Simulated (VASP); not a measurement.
Crystal: Cr.

```xyz
2
Lattice="2.7140 0.0000 0.0000 -1.3570 2.3504 0.0000 0.0000 0.0000 4.4100" Properties=species:S:1:pos:R:3 pbc="T T T"
Cr    1.3570    0.7835    3.3075
Cr    0.0000    1.5669    1.1025
```

This isn't the form of Cr at room conditions, which is bcc.

Base run:

- Program: VASP 6.6.1
- Functional: PBEsol
- Potentials or basis: VASP PAW PBE potentials, release 64 (Cr_pv)
- Cutoff: 520 eV
- k mesh: 9 × 9 × 5
- Occupations: fermi-dirac, width 0.05 eV
- Spin: collinear spin, ferromagnetic start
- Starting moments: [3.0, 3.0] μB

Its results: pressure -32.3 GPa; site moments Cr +0.75 μB.

Q: The run is repeated on the same cell with these changes: fixed moment from none to 6 μB. What comes out?

A: Pressure 0.7 GPa; site moments Cr +2.73 μB.

Caveats: the PAW data sets were made with another functional, which shifts forces and pressure a little; the stress differs along the axes, from -34 to -29 GPa (at least some runs); an empty level that is flat over the whole mesh can mark a ghost state of the potentials, or a narrow d or f band (at least some runs); the total moment is fixed, so each spin has its own Fermi level and the state may be an excited one (at least some runs).
